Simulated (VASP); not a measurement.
# ZnSe (zincblende type) (F-43m) in VASP: further runs

The runs below take ZnSe (zincblende type) through single point, with PBE.

Program: VASP 6.6.1. These are calculated values, not measurements. Logs are shortened: lines on timing, memory, paths and dates and some standing lists are left out, and cuts for length are marked.

## Step 1: The cell of the first run

It takes space group F-43m (No. 216, cubic). The conventional cell has a = 5.731 Å, b = 5.731 Å, c = 5.731 Å, α = 90.00°, β = 90.00°, γ = 90.00°. Within 3.3 Å of Zn (site symmetry -43m) lie 4 Se at 2.48 Å. Within 3.3 Å of Se (site symmetry -43m) lie 4 Zn at 2.48 Å.

## Step 2: Single point, PBE

INCAR reads:

```
SYSTEM = ZnSe
PREC = Accurate
ENCUT = 520
EDIFF = 1E-6
ISMEAR = -1
SIGMA = 0.08
LREAL = .False.
LASPH = .True.
NELM = 80
ALGO = Normal
ISIF = 2
LWAVE = .False.
LCHARG = .False.
GGA = PE
NBANDS = 16
```

KPOINTS reads:

```
regular mesh
0
Gamma
  12 12 12
  0 0 0
```

POSCAR reads:

```
ZnSe
1.0
    0.0000000000      2.8656182259      2.8656182259
    2.8656182259      0.0000000000      2.8656182259
    2.8656182259      2.8656182259      0.0000000000
Zn Se
1 1
Direct
    0.0000000000      0.0000000000      0.0000000000
    0.2500000000      0.2500000000      0.2500000000
```

Potentials or basis: VASP PAW PBE potentials, release 64 (Zn, Se).

Started as:

```console
$ cat potpaw_PBE.64/Zn/POTCAR potpaw_PBE.64/Se/POTCAR > POTCAR
$ mpirun -np 1 vasp_std > vasp.out
```

OUTCAR:

```text
SYSTEM = ZnSe
   PREC = Accurate
   ENCUT = 520
   EDIFF = 1E-6
   ISMEAR = -1
   LREAL = .False.
   LASPH = .True.
   NELM = 80
   ISIF = 2
   GGA = PE

 ion  position               nearest neighbor table
   1  0.000  0.000  0.000-   2 2.48   2 2.48   2 2.48   2 2.48
   2  0.250  0.250  0.250-   1 2.48   1 2.48   1 2.48   1 2.48

  LATTYP: Found a face centered cubic cell.
 ALAT       =     5.7312364518

  Lattice vectors:

 A1 = (   0.0000000000,   2.8656182259,   2.8656182259)
 A2 = (   2.8656182259,   0.0000000000,   2.8656182259)
 A3 = (   2.8656182259,   2.8656182259,   0.0000000000)

Analysis of symmetry for initial positions (statically):
=====================================================================
 Subroutine PRICEL returns:
 Original cell was already a primitive cell.

 Routine SETGRP: Setting up the symmetry group for a
 face centered cubic supercell.

 Subroutine GETGRP returns: Found 24 space group operations
 (whereof 24 operations were pure point group operations)
 out of a pool of 48 trial point group operations.

The static configuration has the point symmetry T_d .

Analysis of symmetry for dynamics (positions and initial velocities):
=====================================================================
 Subroutine PRICEL returns:
 Original cell was already a primitive cell.

 Routine SETGRP: Setting up the symmetry group for a
 face centered cubic supercell.

 Subroutine GETGRP returns: Found 24 space group operations
 (whereof 24 operations were pure point group operations)
 out of a pool of 48 trial point group operations.

The dynamic configuration has the point symmetry T_d .

 Subroutine INISYM returns: Found 24 space group operations
 (whereof 24 operations are pure point group operations),
 and found     1 'primitive' translations

----------------------------------------------------------------------------------------

                                     Primitive cell

  volume of cell :      47.0636

  direct lattice vectors                    reciprocal lattice vectors
     0.000000000  2.865618226  2.865618226    -0.174482419  0.174482419  0.174482419
     2.865618226  0.000000000  2.865618226     0.174482419 -0.174482419  0.174482419
     2.865618226  2.865618226  0.000000000     0.174482419  0.174482419 -0.174482419

  length of vectors
     4.052596160  4.052596160  4.052596160     0.302212415  0.302212415  0.302212415

  position of ions in fractional coordinates (direct lattice)
     0.000000000  0.000000000  0.000000000
     0.250000000  0.250000000  0.250000000

  ion indices of the primitive-cell ions
   primitive index   ion index
                 1           1
                 2           2

----------------------------------------------------------------------------------------

 KPOINTS: regular mesh

Automatic generation of k-mesh.
 Grid dimensions read from file:
 generate k-points for:   12   12   12

 Generating k-lattice:

  Cartesian coordinates                     Fractional coordinates (reciprocal lattice)
    -0.014540202  0.014540202  0.014540202     0.083333333  0.000000000  0.000000000
     0.014540202 -0.014540202  0.014540202     0.000000000  0.083333333  0.000000000
     0.014540202  0.014540202 -0.014540202     0.000000000  0.000000000  0.083333333

  Length of vectors
     0.025184368  0.025184368  0.025184368

  Shift w.r.t. Gamma in fractional coordinates (k-lattice)
     0.000000000  0.000000000  0.000000000

 Subroutine IBZKPT returns following result:
 ===========================================

 Found     72 irreducible k-points:

 Following reciprocal coordinates:
            Coordinates               Weight
  0.000000  0.000000  0.000000      1.000000
  0.083333  0.000000  0.000000      8.000000
  0.166667  0.000000  0.000000      8.000000
  0.250000  0.000000  0.000000      8.000000
  0.333333  0.000000  0.000000      8.000000
  0.416667  0.000000  0.000000      8.000000
[... 16 lines left out ...]
  0.500000  0.166667  0.000000     24.000000
 -0.416667  0.166667  0.000000     24.000000
 [... further k-points ...]
   k-points           NKPTS =     72   k-points in BZ     NKDIM =     72   number of bands    NBANDS=     16
   number of dos      NEDOS =    301   number of ions     NIONS =      2
   total plane-waves  NPLWV =  27000
   dimension x,y,z NGX =    30 NGY =   30 NGZ =   30
   dimension x,y,z NGXF=    60 NGYF=   60 NGZF=   60
   ions per type =               1   1
   NGX,Y,Z   is equivalent  to a cutoff of  12.31, 12.31, 12.31 a.u.
   NGXF,Y,Z  is equivalent  to a cutoff of  24.61, 24.61, 24.61 a.u.
 SYSTEM =  ZnSe
   PREC   = accura    normal or accurate (medium, high low for compatibility)
   ISTART =      0    job   : 0-new  1-cont  2-samecut
   ICHARG =      2    charge: 1-file 2-atom 10-const
   ISPIN  =      1    spin polarized calculation?
   LNONCOLLINEAR =      F non collinear calculations
   LSORBIT =      F    spin-orbit coupling
   LASPH  =      T    aspherical Exc in radial PAW
   ENCUT  =  520.0 eV  38.22 Ry    6.18 a.u.   7.54  7.54  7.54*2*pi/ulx,y,z
   NELM   =     80;   NELMIN=  2; NELMDL= -5     # of ELM steps
   EDIFF  = 0.1E-05   stopping-criterion for ELM
   LREAL  =      F    real-space projection
   EDIFFG = 0.1E-04   stopping-criterion for IOM
   NSW    =      0    number of steps for IOM
   IBRION =     -1    ionic relax: 0-MD 1-quasi-New 2-CG
   NFREE  =      0    steps in history (QN), initial steepest desc. (CG)
   ISIF   =      2    stress and relaxation
   ISYM   =      2    0-nonsym 1-usesym 2-fastsym
   POTIM  = 0.5000    time-step for ionic-motion
   TEBEG  =    0.0;   TEEND  =   0.0 temperature during run
   PSTRESS=    0.0 pullay stress
   NELECT =      18.0000    total number of electrons
   NUPDOWN=      -1.0000    fix difference up-down
   EMIN   =  10.00;   EMAX   =-10.00  energy-range for DOS
   EFERMI =   0.00;   METHOD = LEGACY
   ISMEAR =    -1;   SIGMA  =   0.08  broadening in eV -4-tet -1-fermi 0-gaus
   EFERMI_NEDOS =   21; number of points for ismear=-14 and -15
   IALGO  =     38    algorithm
   IMIX   =      4    mixing-type and parameters
     AMIX     =   0.40;   BMIX     =  1.00
     AMIX_MAG =   1.60;   BMIX_MAG =  1.00
  volume/ion in A,a.u.               =      23.53       158.80
  Fermi-wavevector in a.u.,A,eV,Ry     =   1.188331  2.245620 19.213195  1.412130
  Thomas-Fermi vector in A             =   2.324463
   LORBIT       =      0    0 simple, 1 ext, 2 COOP (PROOUT), +10 PAW based schemes
   GGA     = PE    functional components
   LHFCALC =     F    Hartree Fock is set to
   AEXX    =    0.0000 exact exchange contribution
   IVDW    =     0    specifies the selected vdW correction
   LEPSILON=     F    determine dielectric tensor
   LRPA    =     F    only Hartree local field effects (RPA)
 non-spin polarized calculation
  energy-cutoff  :      520.00
  volume of cell :       47.06
 maximum number of plane-waves:      1303
   NGX = 15   NGY = 15   NGZ = 15

 number of electron      18.0000018 magnetization

 Free energy of the ion-electron system (eV)
  ---------------------------------------------------
  ext. energy  EPLUGINS =         0.00000000
  ---------------------------------------------------
  free energy    TOTEN  =        -6.03315540 eV

  energy without entropy =       -6.03315021  energy(sigma->0) =       -6.03315281

 E-fermi :   2.0271     XC(G=0):  -9.1698

 val. band max:        1.3309642697   @ k =   0.0000   0.0000   0.0000
 cond. band min:       2.4880861685   @ k =   0.0000   0.0000   0.0000
 fundamental gap:      1.1571218988
 Fermi energy:         2.0271264094

 k-point     1 :       0.0000    0.0000    0.0000
  band No.  band energies     occupation
      1     -11.7191      2.00000
      2      -5.0981      2.00000
      3      -5.0981      2.00000
      4      -5.0981      2.00000
      5      -4.7580      2.00000
      6      -4.7580      2.00000
[... 8 lines left out ...]
     15      12.7215      0.00000
     16      12.7215      0.00000

 k-point     2 :       0.0833    0.0000    0.0000
  band No.  band energies     occupation
      1     -11.6764      2.00000
      2      -5.0949      2.00000
      3      -5.0914      2.00000
      4      -5.0914      2.00000
      5      -4.7587      2.00000
      6      -4.7587      2.00000
[... 8 lines left out ...]
     15      12.2615      0.00000
     16      12.2615      0.00000

 k-point     3 :       0.1667    0.0000    0.0000
  band No.  band energies     occupation
      1     -11.5559      2.00000
      2      -5.0788      2.00000
      3      -5.0735      2.00000
      4      -5.0735      2.00000
      5      -4.7595      2.00000
      6      -4.7595      2.00000
[... 8 lines left out ...]
     15      11.7561      0.00000
     16      12.2440      0.00000

 k-point     4 :       0.2500    0.0000    0.0000
  band No.  band energies     occupation
      1     -11.3810      2.00000
      2      -5.0512      2.00000
      3      -5.0512      2.00000
      4      -5.0312      2.00000
      5      -4.7578      2.00000
      6      -4.7578      2.00000
[... 8 lines left out ...]
     15      11.7310      0.00000
     16      11.9895      0.00000

 k-point     5 :       0.3333    0.0000    0.0000
  band No.  band energies     occupation
      1     -11.1921      2.00000
      2      -5.0321      2.00000
      3      -5.0321      2.00000
      4      -4.9255      2.00000
      5      -4.7520      2.00000
      6      -4.7520      2.00000
[... 8 lines left out ...]
     15      12.3149      0.00000
     16      12.3149      0.00000

 k-point     6 :       0.4167    0.0000    0.0000
  band No.  band energies     occupation
      1     -11.0432      2.00000
      2      -5.0206      2.00000
      3      -5.0206      2.00000
      4      -4.7477      2.00000
      5      -4.7446      2.00000
      6      -4.7446      2.00000
[... 8 lines left out ...]
     15      13.3703      0.00000
     16      13.3703      0.00000

 k-point     7 :       0.5000    0.0000    0.0000
  band No.  band energies     occupation
      1     -10.9861      2.00000
      2      -5.0169      2.00000
      3      -5.0169      2.00000
      4      -4.7412      2.00000
      5      -4.7412      2.00000
      6      -4.6111      2.00000
[... 8 lines left out ...]
     15      14.2994      0.00000
     16      14.2994      0.00000

 k-point     8 :       0.0833    0.0833    0.0000
  band No.  band energies     occupation
      1     -11.6622      2.00000
      2      -5.1007      2.00000
      3      -5.0856      2.00000
      4      -5.0856      2.00000
      5      -4.7629      2.00000
      6      -4.7551      2.00000
[... 8 lines left out ...]
     15      11.8233      0.00000
     16      12.8183      0.00000

 k-point     9 :       0.1667    0.0833    0.0000
  band No.  band energies     occupation
      1     -11.5676      2.00000
      2      -5.0957      2.00000
      3      -5.0681      2.00000
      4      -5.0681      2.00000
      5      -4.7672      2.00000
      6      -4.7525      2.00000
[... 8 lines left out ...]
     15      12.5337      0.00000
     16      12.5712      0.00000
[... 172 lines left out ...]
 k-point    19 :       0.1667    0.1667    0.0000
  band No.  band energies     occupation
      1     -11.5014      2.00000
      2      -5.1039      2.00000
      3      -5.0496      2.00000
      4      -5.0496      2.00000
      5      -4.7743      2.00000
      6      -4.7469      2.00000
[... 8 lines left out ...]
     15      13.1063      0.00000
     16      13.1828      0.00000

 k-point    20 :       0.2500    0.1667    0.0000
  band No.  band energies     occupation
      1     -11.3700      2.00000
      2      -5.0924      2.00000
      3      -5.0243      2.00000
      4      -5.0215      2.00000
      5      -4.7771      2.00000
      6      -4.7422      2.00000
[... 8 lines left out ...]
     15      13.1444      0.00000
     16      13.9009      0.00000

 k-point    21 :       0.3333    0.1667    0.0000
  band No.  band energies     occupation
      1     -11.2012      2.00000
      2      -5.0584      2.00000
      3      -5.0006      2.00000
      4      -4.9755      2.00000
      5      -4.7676      2.00000
      6      -4.7376      2.00000
[... 8 lines left out ...]
     15      13.4409      0.00000
     16      13.7878      0.00000

 k-point    22 :       0.4167    0.1667    0.0000
  band No.  band energies     occupation
      1     -11.0378      2.00000
      2      -5.0274      2.00000
      3      -4.9851      2.00000
      4      -4.8852      2.00000
      5      -4.7349      2.00000
      6      -4.7301      2.00000
[... 8 lines left out ...]
     15      13.6836      0.00000
     16      14.2079      0.00000

 k-point    23 :       0.5000    0.1667    0.0000
  band No.  band energies     occupation
      1     -10.9296      2.00000
      2      -5.0136      2.00000
      3      -4.9799      2.00000
      4      -4.8009      2.00000
      5      -4.7379      2.00000
      6      -4.6270      2.00000
[... 8 lines left out ...]
     15      13.9793      0.00000
     16      14.3456      0.00000

 k-point    24 :      -0.4167    0.1667    0.0000
  band No.  band energies     occupation
      1     -10.9148      2.00000
      2      -5.0085      2.00000
      3      -4.9842      2.00000
      4      -4.7733      2.00000
      5      -4.7480      2.00000
      6      -4.5965      2.00000
[... 8 lines left out ...]
     15      12.9935      0.00000
     16      13.8351      0.00000

 [... further k-points ...]
[... 5 lines left out ...]
  --------------------------------------------------------------------------------------
  -------------------------------------------------------------------------------------
  Total        0.0766921      0.0766921      0.0766921     -0.0000000      0.0000000     -0.0000000
  in kB        2.6108142      2.6108142      2.6108142     -0.0000000      0.0000000     -0.0000000
  external PRESSURE =       2.6108142 kB  Pullay stress =       0.0000000 kB

 VOLUME and BASIS-vectors are now :
 -----------------------------------------------------------------------------
  energy-cutoff  :      520.00
  volume of cell :       47.06
      direct lattice vectors                 reciprocal lattice vectors
     0.000000000  2.865618226  2.865618226    -0.174482419  0.174482419  0.174482419
     2.865618226  0.000000000  2.865618226     0.174482419 -0.174482419  0.174482419
     2.865618226  2.865618226  0.000000000     0.174482419  0.174482419 -0.174482419

 POSITION                                       TOTAL-FORCE (eV/Angst)
 -----------------------------------------------------------------------------------
      0.00000      0.00000      0.00000        -0.000000     -0.000000     -0.000000
      1.43281      1.43281      1.43281         0.000000      0.000000      0.000000
 -----------------------------------------------------------------------------------
    total drift:                               -0.000001     -0.000001     -0.000001

  FREE ENERGIE OF THE ION-ELECTRON SYSTEM (eV)
  ---------------------------------------------------
  free  energy   TOTEN  =        -6.0331554050 eV

  energy  without entropy=       -6.0331502096  energy(sigma->0) =       -6.03315281
```

Run time: 30 s. Hardware: 1 thread of AMD EPYC 9R45 (Zen 5), shared host; peak memory 0.17 GiB.

What came out:

| Quantity | Value |
| --- | --- |
| Free energy | -6.0332 eV |
| Pressure | 0.3 GPa |
| Band gap on the k mesh | 1.16 eV, direct |

PBE gaps usually lie below the measured ones, often by a third to a half.

## Step 3: Single point, PBE

INCAR reads:

```
ALGO = Normal
EDIFF = 1E-6
ENCUT = 520
GGA = PE
ISIF = 2
ISMEAR = -1
LASPH = T
LCHARG = F
LREAL = F
LWAVE = F
NBANDS = 16
NELM = 60
PREC = Accurate
SIGMA = 0.08
```

KPOINTS reads:

```
k-points
0
Gamma
  12 12 12
```

POSCAR is that of step 2.

Potentials or basis: VASP PAW PBE potentials, release 64 (Zn, Se).

Started as:

```console
$ cat potpaw_PBE.64/Zn/POTCAR potpaw_PBE.64/Se/POTCAR > POTCAR
$ mpirun -np 1 vasp_std > vasp.out
```

Wall time 30 s (1 thread of AMD EPYC 9R45 (Zen 5), shared host); peak memory 0.17 GiB.

Results (log left out):

| Property | Result |
| --- | --- |
| Free energy | -6.0332 eV |
| Pressure | 0.3 GPa |
| Band gap on the k mesh | 1.16 eV, direct |

Levels at points of the mesh, in eV from the valence-band top:
| k point | band 6 | band 7 | band 8 | band 9 | band 10 | band 11 | band 12 | band 13 |
| --- | --- | --- | --- | --- | --- | --- | --- | --- |
| (0.00, 0.00, 0.00) | -6.09 | 0.00 | 0.00 | 0.00 | 1.16 | 5.81 | 5.81 | 5.81 |
| (0.50, 0.00, 0.00) | -5.94 | -5.02 | -0.82 | -0.82 | 2.48 | 6.39 | 6.39 | 8.48 |
| (0.50, 0.50, 0.00) | -5.92 | -4.61 | -2.07 | -2.07 | 3.06 | 3.46 | 10.50 | 11.02 |
